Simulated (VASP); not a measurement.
# Ge (P6/mmm) in VASP: further runs, part 2 of 2

VASP 6.6.1. Earlier steps stand in the parts before.

**5. Relaxation of cell and atoms, PBE, target pressure 8.2 GPa, at which the enthalpy is minimised**

This run uses another cell than the first one, of 17.34 Å³/atom, 0.990 times its volume.

File INCAR:

```
  PREC = Accurate
  ENCUT = 600
  EDIFF = 1E-7
  ISMEAR = -1
  SIGMA = 0.05
  LREAL = False
  LASPH = True
  NELM = 60
  ALGO = Normal
  ISIF = 3
  LWAVE = False
  LCHARG = False
  GGA = PE
  IBRION = 2
  NSW = 60
  EDIFFG = -0.005
  PSTRESS = 82.0
```

File KPOINTS:

```
Automatic mesh
0
Gamma
  8 8 11
```

File POSCAR:

```
Ge
1.0
    4.5930364828      0.0000000000      0.0000000000
   -2.2965182414      3.9776862746      0.0000000000
    0.0000000000      0.0000000000      2.8476826194
Ge
3
Direct
    0.0000000000      0.0000000000      0.0000000000
    0.3333333333      0.6666666667      0.5000000000
    0.6666666667      0.3333333333      0.5000000000
```

Potentials or basis: VASP PAW PBE potentials, release 64 (Ge_d).

On the command line:

```
cat potpaw_PBE.64/Ge_d/POTCAR > POTCAR
mpirun -np 1 vasp_std > vasp.out
```

OUTCAR:

```text
PREC = Accurate
   ENCUT = 600
   EDIFF = 1E-7
   ISMEAR = -1
   LREAL = False
   LASPH = True
   NELM = 60
   ISIF = 3
   GGA = PE
   IBRION = 2
   NSW = 60
   EDIFFG = -0.005
   PSTRESS = 82.0

 ion  position               nearest neighbor table
   1  0.000  0.000  0.000-
   2  0.333  0.667  0.500-   3 2.65   3 2.65   3 2.65
   3  0.667  0.333  0.500-   2 2.65   2 2.65   2 2.65

  LATTYP: Found a hexagonal cell.
 ALAT       =     4.5930364828
 C/A-ratio  =     0.6200000000

  Lattice vectors:

 A1 = (   4.5930364828,   0.0000000000,   0.0000000000)
 A2 = (  -2.2965182414,   3.9776862746,   0.0000000000)
 A3 = (   0.0000000000,   0.0000000000,   2.8476826194)

Analysis of symmetry for initial positions (statically):
=====================================================================
 Subroutine PRICEL returns:
 Original cell was already a primitive cell.

 Routine SETGRP: Setting up the symmetry group for a
 hexagonal supercell.

 Subroutine GETGRP returns: Found 24 space group operations
 (whereof 24 operations were pure point group operations)
 out of a pool of 24 trial point group operations.

The static configuration has the point symmetry D_6h.

Analysis of symmetry for dynamics (positions and initial velocities):
=====================================================================
 Subroutine PRICEL returns:
 Original cell was already a primitive cell.

 Routine SETGRP: Setting up the symmetry group for a
 hexagonal supercell.

 Subroutine GETGRP returns: Found 24 space group operations
 (whereof 24 operations were pure point group operations)
 out of a pool of 24 trial point group operations.

The dynamic configuration has the point symmetry D_6h.

 Subroutine INISYM returns: Found 24 space group operations
 (whereof 24 operations are pure point group operations),
 and found     1 'primitive' translations

----------------------------------------------------------------------------------------

                                     Primitive cell

  volume of cell :      52.0262

  direct lattice vectors                    reciprocal lattice vectors
     4.593036483  0.000000000  0.000000000     0.217720892  0.125701216  0.000000000
    -2.296518241  3.977686275  0.000000000     0.000000000  0.251402431  0.000000000
     0.000000000  0.000000000  2.847682619     0.000000000  0.000000000  0.351162729

  length of vectors
     4.593036483  4.593036483  2.847682619     0.251402431  0.251402431  0.351162729

  position of ions in fractional coordinates (direct lattice)
     0.000000000  0.000000000  0.000000000
     0.333333333  0.666666667  0.500000000
     0.666666667  0.333333333  0.500000000

  ion indices of the primitive-cell ions
   primitive index   ion index
                 1           1
                 2           2
                 3           3

----------------------------------------------------------------------------------------

 KPOINTS: Automatic mesh

Automatic generation of k-mesh.
[... 50 lines left out ...]
   total plane-waves  NPLWV =  38400
   dimension x,y,z NGX =    40 NGY =   40 NGZ =   24
   dimension x,y,z NGXF=    80 NGYF=   80 NGZF=   48
   ions per type =               3
   NGX,Y,Z   is equivalent  to a cutoff of  14.48, 14.48, 14.01 a.u.
   NGXF,Y,Z  is equivalent  to a cutoff of  28.96, 28.96, 28.02 a.u.
 SYSTEM =  unknown system
   PREC   = accura    normal or accurate (medium, high low for compatibility)
   ISTART =      0    job   : 0-new  1-cont  2-samecut
   ICHARG =      2    charge: 1-file 2-atom 10-const
   ISPIN  =      1    spin polarized calculation?
   LNONCOLLINEAR =      F non collinear calculations
   LSORBIT =      F    spin-orbit coupling
   LASPH  =      T    aspherical Exc in radial PAW
   ENCUT  =  600.0 eV  44.10 Ry    6.64 a.u.   9.17  9.17  5.69*2*pi/ulx,y,z
   NELM   =     60;   NELMIN=  2; NELMDL= -5     # of ELM steps
   EDIFF  = 0.1E-06   stopping-criterion for ELM
   LREAL  =      F    real-space projection
   EDIFFG = -.5E-02   stopping-criterion for IOM
   NSW    =     60    number of steps for IOM
   IBRION =      2    ionic relax: 0-MD 1-quasi-New 2-CG
   NFREE  =      1    steps in history (QN), initial steepest desc. (CG)
   ISIF   =      3    stress and relaxation
   ISYM   =      2    0-nonsym 1-usesym 2-fastsym
   POTIM  = 0.5000    time-step for ionic-motion
   TEBEG  =    0.0;   TEEND  =   0.0 temperature during run
   PSTRESS=   82.0 pullay stress
   NELECT =      42.0000    total number of electrons
   NUPDOWN=      -1.0000    fix difference up-down
   EMIN   =  10.00;   EMAX   =-10.00  energy-range for DOS
   EFERMI =   0.00;   METHOD = LEGACY
   ISMEAR =    -1;   SIGMA  =   0.05  broadening in eV -4-tet -1-fermi 0-gaus
   EFERMI_NEDOS =   21; number of points for ismear=-14 and -15
   IALGO  =     38    algorithm
   IMIX   =      4    mixing-type and parameters
     AMIX     =   0.40;   BMIX     =  1.00
     AMIX_MAG =   1.60;   BMIX_MAG =  1.00
  volume/ion in A,a.u.               =      17.34       117.03
  Fermi-wavevector in a.u.,A,eV,Ry     =   1.524347  2.880599 31.614969  2.323635
  Thomas-Fermi vector in A             =   2.632667
   LORBIT       =      0    0 simple, 1 ext, 2 COOP (PROOUT), +10 PAW based schemes
   GGA     = PE    functional components
   LHFCALC =     F    Hartree Fock is set to
   AEXX    =    0.0000 exact exchange contribution
   IVDW    =     0    specifies the selected vdW correction
   LEPSILON=     F    determine dielectric tensor
   LRPA    =     F    only Hartree local field effects (RPA)
 conjugate gradient relaxation of ions
 non-spin polarized calculation
  energy-cutoff  :      600.00
  volume of cell :       52.03
 maximum number of plane-waves:      1757
 NGX is ok and might be reduce to    40
   NGX = 19   NGY = 19   NGZ = 11

--------------------------------------- Ionic step        1  -------------------------------------------

 number of electron      41.9999988 magnetization

 Free energy of the ion-electron system (eV)
  ---------------------------------------------------
  ext. energy  EPLUGINS =         0.00000000
  ---------------------------------------------------
  free energy    TOTEN  =       -12.32886403 eV

  energy without entropy =      -12.30795519  energy(sigma->0) =      -12.31840961

------------------------ aborting loop because EDIFF is reached ----------------------------------------

  FORCE on cell =-STRESS in cart. coord.  units (eV):
  Direction    XX          YY          ZZ          XY          YZ          ZX
  --------------------------------------------------------------------------------------
  -------------------------------------------------------------------------------------
  Total        3.7749795      3.7749795      1.9122649      0.0000000      0.0000000     -0.0000000
  in kB      116.2527334    116.2527334     58.8893311      0.0000000      0.0000000     -0.0000000
  external PRESSURE =      15.1315993 kB  Pullay stress =      82.0000000 kB
[... 100 lines left out ...]
  energy  without entropy=      -12.5636082462  energy(sigma->0) =      -12.56743822

  enthalpy is  TOTEN    =        -9.6900696879 eV   P V=        2.8811985146

[... ionic steps 4 to 11 ...]

--------------------------------------- Ionic step       12  -------------------------------------------

 number of electron      41.9999990 magnetization

------------------------ aborting loop because EDIFF is reached ----------------------------------------
[... 73 lines left out ...]
--------------------------------------- Ionic step       14  -------------------------------------------

 number of electron      41.9999989 magnetization

 Free energy of the ion-electron system (eV)
  ---------------------------------------------------
  ext. energy  EPLUGINS =         0.00000000
  ---------------------------------------------------
  free energy    TOTEN  =       -12.45788570 eV

  energy without entropy =      -12.45001365  energy(sigma->0) =      -12.45394967

 E-fermi :   7.5256     XC(G=0): -11.6627

 val. band max:        7.4965276634   @ k =   0.2500   0.1250   0.3636
 cond. band min:       7.5280612887   @ k =   0.1250   0.1250   0.1818
 fundamental gap:      0.0315336252
 Fermi energy:         7.5256499577

 k-point     1 :       0.0000    0.0000    0.0000
  band No.  band energies     occupation
      1     -17.3744      2.00000
      2     -17.2752      2.00000
      3     -17.2752      2.00000
      4     -17.2159      2.00000
      5     -17.2111      2.00000
      6     -17.2111      2.00000
[... 661 lines left out ...]
     24      11.6135      0.00000
     25      12.2292      0.00000

 [... further k-points ...]

------------------------ aborting loop because EDIFF is reached ----------------------------------------

  FORCE on cell =-STRESS in cart. coord.  units (eV):
  Direction    XX          YY          ZZ          XY          YZ          ZX
  --------------------------------------------------------------------------------------
  -------------------------------------------------------------------------------------
  Total        2.6817245      2.6817245      2.6882625      0.0000000      0.0000000      0.0000000
  in kB       81.7050890     81.7050890     81.9042847      0.0000000      0.0000000      0.0000000
  external PRESSURE =      -0.2285124 kB  Pullay stress =      82.0000000 kB
[... 22 lines left out ...]
  energy  without entropy=      -12.4500136467  energy(sigma->0) =      -12.45394967

  enthalpy is  TOTEN    =        -9.7664816162 eV   P V=        2.6914040859

 reached required accuracy - stopping structural energy minimisation
```

OSZICAR:

```text
N       E                     dE             d eps       ncg     rms          rms(c)
DAV:   1     0.285892548388E+03    0.28589E+03   -0.23989E+04  3376   0.535E+03
DAV:   2     0.287991842945E+02   -0.25709E+03   -0.25428E+03  3000   0.674E+02
DAV:   3    -0.109460725780E+02   -0.39745E+02   -0.39400E+02  3525   0.183E+02
DAV:   4    -0.123672352640E+02   -0.14212E+01   -0.14115E+01  3387   0.425E+01
[... 127 lines left out ...]
DAV:   1    -0.124578983472E+02    0.25027E-03   -0.21905E-04  3607   0.181E-01    0.211E-02
DAV:   2    -0.124578895251E+02    0.88221E-05   -0.14529E-05  3615   0.657E-02    0.124E-02
DAV:   3    -0.124578854386E+02    0.40865E-05   -0.89341E-06  3706   0.435E-02    0.155E-03
DAV:   4    -0.124578856469E+02   -0.20834E-06   -0.18781E-06  3144   0.214E-02    0.895E-04
DAV:   5    -0.124578857021E+02   -0.55136E-07   -0.33797E-08  1628   0.313E-03
  14 F= -.97664816E+01 E0= -.97625456E+01  d E =-.178852E-03
```

CONTCAR:

```text
Ge
   1.00000000000000
     4.7554975314389027    0.0000000000000000   -0.0000000000000000
    -2.3777487657194514    4.1183816698389206   -0.0000000000000000
     0.0000000000000000    0.0000000000000000    2.6850543722307307
  Ge
     3
Direct
     0.0000000000000000    0.0000000000000000    1.0000000000000000
     0.3333333332999970    0.6666666667000030    0.5000000000000000
     0.6666666667000030    0.3333333332999970    0.5000000000000000

  0.00000000E+00  0.00000000E+00  0.00000000E+00
  0.00000000E+00  0.00000000E+00  0.00000000E+00
  0.00000000E+00  0.00000000E+00  0.00000000E+00
```

It took 16 min on 1 thread of AMD EPYC 7R43 (Zen 3), shared host; peak memory 0.19 GiB.

What came out:

| Quantity | Value |
| --- | --- |
| Free energy | -12.4579 eV |
| Relaxed volume | 17.53 Å³/atom |
| Relaxed cell | a = 4.755 Å, b = 4.755 Å, c = 2.685 Å, α = 90.00°, β = 90.00°, γ = 120.00° |
| Space group after relaxing (to 0.05 Å) | P6/mmm (No. 191) |
| Energy change on relaxing (the enthalpy is what falls) | -43.0 meV/atom |
| Ionic steps | 14 |
| Pressure after relaxing | 8.2 GPa |
| Band gap on the k mesh | zero (band 21 reaches 9.34 eV, above the bottom of band 22 at 4.01 eV) |

The path:
```tsv
step	energy change (eV)	largest force (eV/Å)	pressure (GPa)	volume (Å³)
1	0.0000	0.0000	9.71	52.03
2	-0.1078	0.0000	7.28	53.25
3	-0.2424	0.0000	2.32	56.30
4	-0.1790	0.0000	5.32	54.32
5	-0.1831	0.0000	5.84	53.94
6	-0.1753	0.0000	6.30	53.62
7	-0.1449	0.0000	7.46	52.91
8	-0.1141	0.0000	8.70	52.31
9	-0.1304	0.0000	8.11	52.62
10	-0.1314	0.0000	8.09	52.64
11	-0.1324	0.0000	8.05	52.66
12	-0.1303	0.0000	8.13	52.61
13	-0.1293	0.0000	8.17	52.59
14	-0.1290	0.0000	8.18	52.59
```

Final structure:
```cif
data_structure
_symmetry_space_group_name_H-M 'P 1'
_symmetry_Int_Tables_number 1
_cell_length_a 4.7555
_cell_length_b 4.7555
_cell_length_c 2.6851
_cell_angle_alpha 90.000
_cell_angle_beta 90.000
_cell_angle_gamma 120.000
_cell_volume 52.59
loop_
_atom_site_label
_atom_site_type_symbol
_atom_site_fract_x
_atom_site_fract_y
_atom_site_fract_z
_atom_site_occupancy
Ge1 Ge 0.00000 0.00000 0.00000 1
Ge2 Ge 0.33333 0.66667 0.50000 1
Ge3 Ge 0.66667 0.33333 0.50000 1
```

Caveat: the cell is relaxed towards a set pressure, so the enthalpy falls and the energy may rise.

**6. The runs side by side**

```csv
task,cell,k mesh,cutoff (eV),gap on the mesh (eV),pressure (GPa)
single point,"a = 4.754, b = 4.754, c = 2.685 Å, angles 90.0, 90.0, 120.0°, 3 atoms",8 × 8 × 11,520,none,8.2
relaxation of cell and atoms,"relaxed to 8.2 GPa from a = 2.792, b = 2.792, c = 2.599 Å, angles 90.0, 90.0, 120.0°, 1 atom",16 × 16 × 15,600,none,8.2
relaxation of cell and atoms,"relaxed to 8.2 GPa from a = 2.802, b = 2.802, c = 2.634 Å, angles 90.0, 90.0, 120.0°, 1 atom",16 × 16 × 15,600,none,8.2
relaxation of cell and atoms,"relaxed to 8.2 GPa from a = 4.593, b = 4.593, c = 2.848 Å, angles 90.0, 90.0, 120.0°, 3 atoms",8 × 8 × 11,600,none,8.2
```

Alike in all rows: level PBE; potentials or basis VASP PAW PBE potentials, release 64 (Ge_d); no spin polarisation; smearing fermi-dirac 0.05 eV.

Caveats: the cell is relaxed towards a set pressure, so the enthalpy falls and the energy may rise (some runs).

Absolute energies hang on the potentials; compare differences alone.
